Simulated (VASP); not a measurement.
# Al16HO in VASP: a series of runs, part 2 of 2

VASP 6.6.1.

## 4. Single point, PBE

File INCAR:

```
ALGO = Normal ; EDIFF = 1E-7
ENCUT = 520 ; GGA = PE
ISIF = 2 ; ISMEAR = -1
LASPH = T ; LCHARG = F
LREAL = Auto ; LWAVE = F
NBANDS = 42 ; NELM = 80
PREC = Accurate ; SIGMA = 0.15
```

File KPOINTS:

```
k-points
0
Gamma
  2 2 1
```

File POSCAR:

```
Al16HO
1.0
    5.7275650000      0.0000000000      0.0000000000
    2.8637820000      4.9602170000      0.0000000000
    0.0000000000      0.0000000000     18.0148060000
Al O H
16 1 1
Direct
    0.0000000000      0.0000000000      0.0555098956
    0.5000030554      0.0000000000      0.0555098956
    0.0000024282      0.4999982864      0.0555098956
    0.5000054836      0.4999982864      0.0555098956
    0.9184552371      1.3215349248      0.2889734144
    0.6138469401      0.5182837767      0.8049823018
    1.3588573091      1.1069475388      0.2944744451
    1.3389395300      0.1408406124      0.9048557059
   -0.3317153894      1.7331701415      0.3268478162
   -0.1807030816      0.7208958802      0.1794079825
    1.1624662246      0.6132796206      0.2568054299
    1.1069928416      1.1818031348      0.7300383918
   -0.4180734207      1.2475260659      1.0001162377
    0.4366698456     -1.3622387891      0.9184833853
    0.1484420657      0.6990016767      0.7819567971
   -0.1930567726      1.2777666784      0.9157578494
   -0.0970996679      0.6075339043      0.2960842320
 -128.6527821158     -3.7352801299    142.4038815628
```

Potentials or basis: VASP PAW PBE potentials, release 64 (Al, O, H).

Run with:

```bash
$ cat potpaw_PBE.64/Al/POTCAR potpaw_PBE.64/O/POTCAR potpaw_PBE.64/H/POTCAR > POTCAR
$ mpirun -np 1 vasp_std > vasp.out
```

OUTCAR:

```text
EDIFF = 1E-7
   ENCUT = 520
   GGA = PE
   ISIF = 2
   ISMEAR = -1
   LASPH = T
   LREAL = Auto
   NELM = 80
   PREC = Accurate

 ion  position               nearest neighbor table
   1  0.000  0.000  0.056-  13 2.31   4 2.86   2 2.86   3 2.86   3 2.86   2 2.86   4 2.86  16 2.89
                            10 3.20
   2  0.500  0.000  0.056-  13 1.97  10 2.82   8 2.85   1 2.86   3 2.86   4 2.86   4 2.86   3 2.86
                             1 2.86  14 3.36
   3  0.000  0.500  0.056-  10 2.52   4 2.86   2 2.86   1 2.86   1 2.86   2 2.86   4 2.86  13 3.06
                            16 3.25
   4  0.500  0.500  0.056-  13 1.62  14 2.56   1 2.86   3 2.86   2 2.86   2 2.86   3 2.86   1 2.86
                            16 2.97
   5  0.918  0.322  0.289-  17 1.60   9 2.17   7 2.19  11 2.72  10 2.86
   6  0.614  0.518  0.805-  14 2.23  16 2.36  15 2.36  12 2.84
   7  0.359  0.107  0.294-   9 2.07   5 2.19  11 2.62  10 3.21
   8  0.339  0.141  0.905-  13 2.47  14 2.66  16 2.75   2 2.85  16 3.15  14 3.17
   9  0.668  0.733  0.327-  17 1.29   7 2.07   5 2.17  10 2.78  11 2.85
  10  0.819  0.721  0.179-  17 2.18  11 2.23   3 2.52   9 2.78   2 2.82   5 2.86   1 3.20   7 3.21

  11  0.162  0.613  0.257-  17 1.66  10 2.23   7 2.62   5 2.72   9 2.85
  12  0.107  0.182  0.730-  15 2.81   6 2.84  15 3.23
[... 233 lines left out ...]
      6      -6.3821      2.00000
[... 157 lines left out ...]
     38       4.6721      0.00000
     39       4.9057      0.00000
 [bands above 39 left out]

------------------------ aborting loop because EDIFF is reached ----------------------------------------

  FORCE on cell =-STRESS in cart. coord.  units (eV):
  Direction    XX          YY          ZZ          XY          YZ          ZX
  --------------------------------------------------------------------------------------
  -------------------------------------------------------------------------------------
  Total       63.2453544     79.8155113     47.1282467    -22.7642537     16.3097579    -20.4939665
  in kB      197.9880235    249.8604913    147.5338149    -71.2629353     51.0572952    -64.1558571
  external PRESSURE =     198.4607766 kB  Pullay stress =       0.0000000 kB

 VOLUME and BASIS-vectors are now :
 -----------------------------------------------------------------------------
  energy-cutoff  :      520.00
  volume of cell :      511.80
      direct lattice vectors                 reciprocal lattice vectors
     5.727565000  0.000000000  0.000000000     0.174594265 -0.100802024  0.000000000
     2.863782000  4.960217000  0.000000000     0.000000000  0.201604083  0.000000000
     0.000000000  0.000000000 18.014806000     0.000000000  0.000000000  0.055509896

 POSITION                                       TOTAL-FORCE (eV/Angst)
 -----------------------------------------------------------------------------------
      0.00000      0.00000      1.00000         1.819546     -1.069454      0.664989
      2.86380      0.00000      1.00000        -5.496445     -5.322989      4.125624
      1.43190      2.48010      1.00000         0.226679     -0.811008     -0.704935
      4.29570      2.48010      1.00000         3.987377     19.062848     15.385532
      6.18132      1.59488      5.20580        -6.304690     -7.737385     -1.730611
      5.00010      2.57080     14.50160         2.575935     -0.572520     -4.362120
[... 10 lines left out ...]
      6.91127      3.01350      5.33390        26.090096    -10.169052    -10.580468
     -2.98075      1.31307      7.27585        -0.392465     -0.470036     -1.504517
 -----------------------------------------------------------------------------------
    total drift:                               -0.004051     -0.005538      0.017448

  FREE ENERGIE OF THE ION-ELECTRON SYSTEM (eV)
  ---------------------------------------------------
  free  energy   TOTEN  =       -34.9195543947 eV

  energy  without entropy=      -34.1808201380  energy(sigma->0) =      -34.55018727
```

stdout:

```text
POSCAR found type information on POSCAR AlO H
 POSCAR found :  3 types and      18 ions
 scaLAPACK will be used
 LDA part: xc-table for (Slater+PW92), standard interpolation
 -----------------------------------------------------------------------------
|                                                                             |
|           W    W    AA    RRRRR   N    N  II  N    N   GGGG   !!!           |
|           W    W   A  A   R    R  NN   N  II  NN   N  G    G  !!!           |
|           W    W  A    A  R    R  N N  N  II  N N  N  G       !!!           |
|           W WW W  AAAAAA  RRRRR   N  N N  II  N  N N  G  GGG   !            |
|           WW  WW  A    A  R   R   N   NN  II  N   NN  G    G                |
|           W    W  A    A  R    R  N    N  II  N    N   GGGG   !!!           |
|                                                                             |
|     The distance between some ions is very small. Please check the          |
|     nearest-neighbor list in the OUTCAR file.                               |
|     I HOPE YOU KNOW WHAT YOU ARE DOING!                                     |
|                                                                             |
 -----------------------------------------------------------------------------

 POSCAR, INCAR and KPOINTS ok, starting setup
 FFT: planning ... GRIDC
 FFT: planning ... GRID_SOFT
 FFT: planning ... GRID
 WAVECAR not read
 entering main loop
```

Run time: 4.9 min. Hardware: 1 thread of Intel Xeon Platinum 8259CL at 2.50GHz (Skylake/Cascade Lake), shared host; peak memory 0.63 GiB.

Results:

```
Free energy            : -34.9196 eV
Largest force          : 34.840 eV/Å
Band gap on the k mesh : zero (an odd number of electrons rules out a gap without spin polarisation)
```

Forces on the atoms (eV/Å):
```
Al    1.820  -1.069   0.665
Al   -5.496  -5.323   4.126
Al    0.227  -0.811  -0.705
Al    3.987  19.063  15.386
Al   -6.305  -7.737  -1.731
Al    2.576  -0.573  -4.362
Al    1.679   3.243  -0.616
Al   -0.654   0.074  -0.811
Al  -26.246  14.515  17.728
Al   -2.643   1.973  -2.839
Al    7.679  -0.889  -0.310
Al    0.020   0.297   1.075
Al   -3.981 -13.516 -14.576
Al   -3.999   6.135   2.449
Al   -2.010   0.457  -0.260
Al    7.648  -5.200  -3.133
O    26.090 -10.169 -10.580
H    -0.392  -0.470  -1.505
```

Caveat: the k points lie up to 0.63 Å⁻¹ apart, too coarse for converged energies and pressures of a metal; atoms lie so close that the PAW spheres overlap strongly, which falsifies energies and pressures; there is no dipole correction, which matters where the two faces differ.

## 5. Overview

| cell | gap on the mesh (eV) | largest force (eV/Å) |
| --- | --- | --- |
| as given, atomic positions A | none | 18.82 |
| as given, atomic positions B | none | 36.75 |
| as given, atomic positions C | none | 34.84 |

Alike in all rows: task single point; level PBE; potentials or basis VASP PAW PBE potentials, release 64 (Al, O, H); no spin polarisation; k mesh 2 × 2 × 1; cutoff (eV) 520; smearing fermi-dirac 0.15 eV.

Caveats: all runs use coarse meshes; atoms lie so close that the PAW spheres overlap strongly, which falsifies energies and pressures (at least some runs); there is no dipole correction, which matters where the two faces differ (at least some runs).

Absolute energies hang on the potentials; compare differences alone.
